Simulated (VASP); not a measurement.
Write the native input for VASP 6.6.1 that does the following.

* Task: relaxation of cell and atoms
* Functional: PBE
* Potentials or basis: VASP PAW PBE potentials, release 64 (F)
* Cutoff: 600 eV
* k mesh: 13 × 13 × 13
* Occupations: fermi-dirac, width 0.05 eV
* Spin: no spin polarisation
* Dipole correction: no
* Further INCAR settings: ALGO = Normal; EDIFF = 1e-06; IBRION = 2; EDIFFG = -0.005; NSW = 60; ISIF = 3

The structure of F lies in POSCAR:

```
F
1.0
    0.0000000000      2.5328985096      2.5328985096
    2.5328985096      0.0000000000      2.5328985096
    2.5328985096      2.5328985096      0.0000000000
F
2
Direct
   -0.1250000000     -0.1250000000     -0.1250000000
    0.1250000000      0.1250000000      0.1250000000
```

These files were run (other wordings do the same):

INCAR

```
PREC = Accurate ; ENCUT = 600
EDIFF = 1E-6 ; ISMEAR = -1
SIGMA = 0.05 ; LREAL = F
LASPH = T ; NELM = 80
ALGO = Normal ; ISIF = 3
LWAVE = F ; LCHARG = F
GGA = PE ; IBRION = 2
NSW = 60 ; EDIFFG = -0.005
```

KPOINTS

```
regular mesh
0
Gamma
  13 13 13
```

Potentials or basis: VASP PAW PBE potentials, release 64 (F).

The run is started by

```sh
$ cat potpaw_PBE.64/F/POTCAR > POTCAR
$ mpirun -np 1 vasp_std > vasp.out
```

Results of the run:

The relaxed volume is 14.28 Å³/atom. The relaxed cell is a = 3.431 Å, b = 3.431 Å, c = 3.431 Å, α = 60.00°, β = 60.00°, γ = 60.00° and the space group after relaxing (to 0.1 Å) is Fd-3m (No. 227). The energy gained by relaxing is 26.5 meV/atom, the ionic steps are 5 and the pressure after relaxing is -0.1 GPa. The band gap on the k mesh is zero (bands 7 and 8 overlap by 0.97 eV).

Wall time 2.1 min on 1 thread of Intel Xeon 8259CL, on a shared host, peak memory 0.18 GiB.
